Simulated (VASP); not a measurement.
# TiTe2 (P-3m1) in VASP: notebook, part 2 of 2

VASP 6.6.1. The steps go on from the part before.

## Step 3: Single point, PBE+D3(BJ) (23.68 Å³/atom)

This run uses another cell than the first one, of 23.68 Å³/atom.

INCAR reads:

```
SYSTEM = TiTe2
PREC = Accurate ; ENCUT = 520
EDIFF = 1E-6 ; ISMEAR = 0
SIGMA = 0.1 ; LREAL = .False.
LASPH = .True. ; NELM = 80
ALGO = Normal ; ISIF = 2
LWAVE = .False. ; LCHARG = .False.
GGA = PE ; IVDW = 12
NBANDS = 19
```

KPOINTS reads:

```
regular mesh
0
Gamma
  15 15 8
  0 0 0
```

POSCAR reads:

```
TiTe2
1.0
    3.6284970460      0.0000000000      0.0000000000
   -1.8142485230      3.1423706194      0.0000000000
    0.0000000000      0.0000000000      6.2294046174
Ti Te
1 2
Direct
    0.0000000000      0.0000000000      0.0000000000
    0.6666666667      0.3333333333      0.2786862758
    0.3333333333      0.6666666667      0.7213137242
```

Potentials or basis: VASP PAW PBE potentials, release 64 (Ti_sv, Te).

On the command line:

```console
$ cat potpaw_PBE.64/Ti_sv/POTCAR potpaw_PBE.64/Te/POTCAR > POTCAR
$ mpirun -np 1 vasp_std > vasp.out
```

OUTCAR:

```text
SYSTEM = TiTe2
   PREC = Accurate
   ENCUT = 520
   EDIFF = 1E-6
   ISMEAR = 0
   LREAL = .False.
   LASPH = .True.
   NELM = 80
   ISIF = 2
   GGA = PE
   IVDW = 12
 IVDW          = 12

 ion  position               nearest neighbor table
   1  0.000  0.000  0.000-   2 2.72   3 2.72   2 2.72   3 2.72   2 2.72   3 2.72
   2  0.667  0.333  0.279-   1 2.72   1 2.72   1 2.72   3 3.46   3 3.46   3 3.46
   3  0.333  0.667  0.721-   1 2.72   1 2.72   1 2.72   2 3.46   2 3.46   2 3.46

  LATTYP: Found a hexagonal cell.
 ALAT       =     3.6284970460
 C/A-ratio  =     1.7168002450

  Lattice vectors:

 A1 = (   3.6284970460,   0.0000000000,   0.0000000000)
 A2 = (  -1.8142485230,   3.1423706194,   0.0000000000)
 A3 = (   0.0000000000,   0.0000000000,   6.2294046174)

Analysis of symmetry for initial positions (statically):
=====================================================================
 Subroutine PRICEL returns:
 Original cell was already a primitive cell.

 Routine SETGRP: Setting up the symmetry group for a
 hexagonal supercell.

 Subroutine GETGRP returns: Found 12 space group operations
 (whereof 12 operations were pure point group operations)
 out of a pool of 24 trial point group operations.

The static configuration has the point symmetry D_3d.

Analysis of symmetry for dynamics (positions and initial velocities):
=====================================================================
 Subroutine PRICEL returns:
 Original cell was already a primitive cell.

 Routine SETGRP: Setting up the symmetry group for a
 hexagonal supercell.

 Subroutine GETGRP returns: Found 12 space group operations
 (whereof 12 operations were pure point group operations)
 out of a pool of 24 trial point group operations.

The dynamic configuration has the point symmetry D_3d.

 Subroutine INISYM returns: Found 12 space group operations
 (whereof 12 operations are pure point group operations),
 and found     1 'primitive' translations

----------------------------------------------------------------------------------------

                                     Primitive cell

  volume of cell :      71.0282

  direct lattice vectors                    reciprocal lattice vectors
     3.628497046  0.000000000  0.000000000     0.275596201  0.159115541  0.000000000
    -1.814248523  3.142370619  0.000000000     0.000000000  0.318231081  0.000000000
     0.000000000  0.000000000  6.229404617     0.000000000  0.000000000  0.160528985

  length of vectors
     3.628497046  3.628497046  6.229404617     0.318231081  0.318231081  0.160528985

  position of ions in fractional coordinates (direct lattice)
     0.000000000  0.000000000  0.000000000
     0.666666667  0.333333333  0.278686276
     0.333333333  0.666666667  0.721313724

  ion indices of the primitive-cell ions
   primitive index   ion index
                 1           1
                 2           2
                 3           3

----------------------------------------------------------------------------------------

 KPOINTS: regular mesh

Automatic generation of k-mesh.
 Grid dimensions read from file:
 generate k-points for:   15   15    8

 Generating k-lattice:

  Cartesian coordinates                     Fractional coordinates (reciprocal lattice)
     0.018373080  0.010607703  0.000000000     0.066666667  0.000000000  0.000000000
     0.000000000  0.021215405  0.000000000     0.000000000  0.066666667  0.000000000
     0.000000000  0.000000000  0.020066123     0.000000000  0.000000000  0.125000000

  Length of vectors
     0.021215405  0.021215405  0.020066123

  Shift w.r.t. Gamma in fractional coordinates (k-lattice)
     0.000000000  0.000000000  0.000000000

 Subroutine IBZKPT returns following result:
 ===========================================

 Found    192 irreducible k-points:

 Following reciprocal coordinates:
            Coordinates               Weight
  0.000000  0.000000  0.000000      1.000000
  0.066667  0.000000  0.000000      6.000000
  0.133333  0.000000  0.000000      6.000000
  0.200000  0.000000  0.000000      6.000000
  0.266667  0.000000  0.000000      6.000000
  0.333333  0.000000  0.000000      6.000000
[... 16 lines left out ...]
  0.333333  0.200000  0.000000     12.000000
  0.400000  0.200000  0.000000      6.000000
 [... further k-points ...]
   k-points           NKPTS =    192   k-points in BZ     NKDIM =    192   number of bands    NBANDS=     19
   number of dos      NEDOS =    301   number of ions     NIONS =      3
   total plane-waves  NPLWV =  37632
   dimension x,y,z NGX =    28 NGY =   28 NGZ =   48
   dimension x,y,z NGXF=    56 NGYF=   56 NGZF=   96
   ions per type =               1   2
   NGX,Y,Z   is equivalent  to a cutoff of  12.83, 12.83, 12.81 a.u.
   NGXF,Y,Z  is equivalent  to a cutoff of  25.66, 25.66, 25.62 a.u.
 SYSTEM =  TiTe2
   PREC   = accura    normal or accurate (medium, high low for compatibility)
   ISTART =      0    job   : 0-new  1-cont  2-samecut
   ICHARG =      2    charge: 1-file 2-atom 10-const
   ISPIN  =      1    spin polarized calculation?
   LNONCOLLINEAR =      F non collinear calculations
   LSORBIT =      F    spin-orbit coupling
   LASPH  =      T    aspherical Exc in radial PAW
   ENCUT  =  520.0 eV  38.22 Ry    6.18 a.u.   6.75  6.75 11.58*2*pi/ulx,y,z
   NELM   =     80;   NELMIN=  2; NELMDL= -5     # of ELM steps
   EDIFF  = 0.1E-05   stopping-criterion for ELM
   LREAL  =      F    real-space projection
   EDIFFG = 0.1E-04   stopping-criterion for IOM
   NSW    =      0    number of steps for IOM
   IBRION =     -1    ionic relax: 0-MD 1-quasi-New 2-CG
   NFREE  =      0    steps in history (QN), initial steepest desc. (CG)
   ISIF   =      2    stress and relaxation
   ISYM   =      2    0-nonsym 1-usesym 2-fastsym
   POTIM  = 0.5000    time-step for ionic-motion
   TEBEG  =    0.0;   TEEND  =   0.0 temperature during run
   PSTRESS=    0.0 pullay stress
   NELECT =      24.0000    total number of electrons
   NUPDOWN=      -1.0000    fix difference up-down
   EMIN   =  10.00;   EMAX   =-10.00  energy-range for DOS
   EFERMI =   0.00;   METHOD = LEGACY
   ISMEAR =     0;   SIGMA  =   0.10  broadening in eV -4-tet -1-fermi 0-gaus
   EFERMI_NEDOS =   21; number of points for ismear=-14 and -15
   IALGO  =     38    algorithm
   IMIX   =      4    mixing-type and parameters
     AMIX     =   0.40;   BMIX     =  1.00
     AMIX_MAG =   1.60;   BMIX_MAG =  1.00
  volume/ion in A,a.u.               =      23.68       159.77
  Fermi-wavevector in a.u.,A,eV,Ry     =   1.140254  2.154768 17.690017  1.300180
  Thomas-Fermi vector in A             =   2.276956
   LORBIT       =      0    0 simple, 1 ext, 2 COOP (PROOUT), +10 PAW based schemes
   GGA     = PE    functional components
   LHFCALC =     F    Hartree Fock is set to
   AEXX    =    0.0000 exact exchange contribution
   IVDW    =    12    specifies the selected vdW correction
   LEPSILON=     F    determine dielectric tensor
   LRPA    =     F    only Hartree local field effects (RPA)
 non-spin polarized calculation
 Gauss-broadening in eV      SIGMA  =   0.10
  energy-cutoff  :      520.00
  volume of cell :       71.03
 maximum number of plane-waves:      1935
   NGX = 13   NGY = 13   NGZ = 23

 number of electron      24.0000000 magnetization

 Free energy of the ion-electron system (eV)
  ---------------------------------------------------
  ext. energy  EPLUGINS =         0.00000000
  ---------------------------------------------------
  free energy    TOTEN  =       -16.00847181 eV

  energy without entropy =      -16.00155497  energy(sigma->0) =      -16.00501339

 E-fermi :   8.4408     XC(G=0): -10.4833

 val. band max:        8.4403159270   @ k =   0.1333   0.0000   0.0000
 cond. band min:       8.4415806488   @ k =   0.3333   0.0000   0.0000
 fundamental gap:      0.0012647218
 Fermi energy:         8.4407735540

 k-point     1 :       0.0000    0.0000    0.0000
  band No.  band energies     occupation
      1     -48.8217      2.00000
      2     -25.0929      2.00000
      3     -25.0929      2.00000
      4     -25.0735      2.00000
      5      -4.7699      2.00000
      6      -2.7692      2.00000
[... 11 lines left out ...]
     18      13.7437      0.00000
     19      15.2250      0.00000
[... 489 lines left out ...]
      3     -25.1228      2.00000
      4     -25.0561      2.00000
      5      -2.3762      2.00000
      6      -2.1097      2.00000
[... 11 lines left out ...]
     18      12.7144      0.00000
     19      16.1171      0.00000

 [... further k-points ...]

------------------------ aborting loop because EDIFF is reached ----------------------------------------

 Edisp (eV)   -1.66821

 E8    (eV) :    -0.7720

  FORCE on cell =-STRESS in cart. coord.  units (eV):
  Direction    XX          YY          ZZ          XY          YZ          ZX
  --------------------------------------------------------------------------------------
  -------------------------------------------------------------------------------------
  Total       1.34843     1.34843     1.33275    -0.00000    -0.00000     0.00000
  in kB      30.41635    30.41635    30.06272    -0.00000    -0.00000     0.00000
  external pressure =       30.30 kB  Pullay stress =        0.00 kB

 VOLUME and BASIS-vectors are now :
 -----------------------------------------------------------------------------
  energy-cutoff  :      520.00
  volume of cell :       71.03
      direct lattice vectors                 reciprocal lattice vectors
     3.628497046  0.000000000  0.000000000     0.275596201  0.159115541  0.000000000
    -1.814248523  3.142370619  0.000000000     0.000000000  0.318231081  0.000000000
     0.000000000  0.000000000  6.229404617     0.000000000  0.000000000  0.160528985

 POSITION                                       TOTAL-FORCE (eV/Angst)
 -----------------------------------------------------------------------------------
      0.00000      0.00000      0.00000         0.000000      0.000000      0.000000
      1.81425      1.04746      1.73605        -0.000000      0.000000      0.007356
     -0.00000      2.09491      4.49336         0.000000     -0.000000     -0.007356
 -----------------------------------------------------------------------------------
    total drift:                               -0.000000     -0.000000     -0.000000

  FREE ENERGIE OF THE ION-ELECTRON SYSTEM (eV)
  ---------------------------------------------------
  free  energy   TOTEN  =       -17.6766834879 eV

  energy  without entropy=      -17.6697666424  energy(sigma->0) =      -17.67322507
```

OSZICAR:

```text
N       E                     dE             d eps       ncg     rms          rms(c)
DAV:   1     0.183523276646E+03    0.18352E+03   -0.10882E+04  7296   0.120E+03
DAV:   2    -0.115077594596E+01   -0.18467E+03   -0.17963E+03  7592   0.307E+02
DAV:   3    -0.171493390877E+02   -0.15999E+02   -0.15629E+02 10927   0.837E+01
DAV:   4    -0.177356589607E+02   -0.58632E+00   -0.58275E+00  9440   0.148E+01
DAV:   5    -0.177545410366E+02   -0.18882E-01   -0.18876E-01 10372   0.267E+00    0.129E+01
DAV:   6    -0.176492941074E+02    0.10525E+00   -0.27623E+01  8307   0.346E+01    0.112E+01
DAV:   7    -0.161829594880E+02    0.14663E+01   -0.19351E+01  9137   0.267E+01    0.503E+00
DAV:   8    -0.160052285690E+02    0.17773E+00   -0.12111E+00  8628   0.796E+00    0.159E+00
DAV:   9    -0.160135187554E+02   -0.82902E-02   -0.67591E-02 10161   0.164E+00    0.113E+00
DAV:  10    -0.160086058853E+02    0.49129E-02   -0.56361E-02  8521   0.179E+00    0.477E-01
DAV:  11    -0.160088321517E+02   -0.22627E-03   -0.72795E-03  8540   0.648E-01    0.273E-01
DAV:  12    -0.160084958380E+02    0.33631E-03   -0.30058E-03  8653   0.376E-01    0.936E-02
DAV:  13    -0.160084725656E+02    0.23272E-04   -0.13403E-04  8462   0.981E-02    0.269E-02
DAV:  14    -0.160084718109E+02    0.75469E-06   -0.88057E-06  8763   0.193E-02
   1 F= -.17676683E+02 E0= -.17673225E+02  d E =-.691685E-02
```

It took 4.9 min on 1 thread of Intel Xeon 8259CL, shared host; peak memory 0.39 GiB.

Results:

```
Free energy                : -17.6767 eV
Pressure                   : 3.0 GPa
Largest force              : 0.007 eV/Å
Band gap on the k mesh     : zero (bands 12 and 13 overlap by 0.88 eV)
Dispersion energy per atom : -0.556 eV
```

Forces on the atoms (eV/Å):
```
Ti   0.000  0.000  0.000
Te   0.000  0.000  0.007
Te   0.000  0.000 -0.007
```

Levels at points of the mesh, in eV from the Fermi level:
| k point | band 8 | band 9 | band 10 | band 11 | band 12 | band 13 | band 14 | band 15 | band 16 | band 17 |
| --- | --- | --- | --- | --- | --- | --- | --- | --- | --- | --- |
| (0.00, 0.00, 0.00) | -1.60 | -1.60 | 0.15 | 0.48 | 0.48 | 0.96 | 1.45 | 1.45 | 3.11 | 3.11 |
| (0.00, 0.00, 0.50) | -3.32 | -1.48 | -1.48 | 0.46 | 0.46 | 0.87 | 0.87 | 1.20 | 3.86 | 3.86 |

Caveat: the cell stands under pressure; spin-orbit coupling is left out, which moves the levels of the heavy elements.
